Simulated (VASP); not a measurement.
Here is a VASP 6.6.1 calculation.

INCAR

```
  PREC = Accurate
  ENCUT = 520
  EDIFF = 1E-7
  ISMEAR = -1
  SIGMA = 0.1
  LREAL = F
  LASPH = T
  NELM = 60
  ALGO = Normal
  ISIF = 2
  LWAVE = F
  LCHARG = T
  GGA = CA
  LELF = T
  LVHAR = T
  NBANDS = 18
```

Contents of KPOINTS:

```
regular mesh
0
Gamma
  6 6 6
```

Contents of POSCAR:

```
Sb2Au
1.0
    0.0000000000      3.4092025586      3.4092025586
    3.4092025586      0.0000000000      3.4092025586
    3.4092025586      3.4092025586      0.0000000000
Sb Au
2 1
Direct
    0.2500000000      0.2500000000      0.2500000000
    0.7500000000      0.7500000000      0.7500000000
    0.0000000000      0.0000000000      0.0000000000
```

Potentials or basis: VASP PAW LDA potentials, release 64 (Sb, Au).

Launch:

```sh
$ cat potpaw_LDA.64/Sb/POTCAR potpaw_LDA.64/Au/POTCAR > POTCAR
$ mpirun -np 1 vasp_std > vasp.out
```

**Question.** Estimate the pressure.

**Answer.** -3.2 GPa.
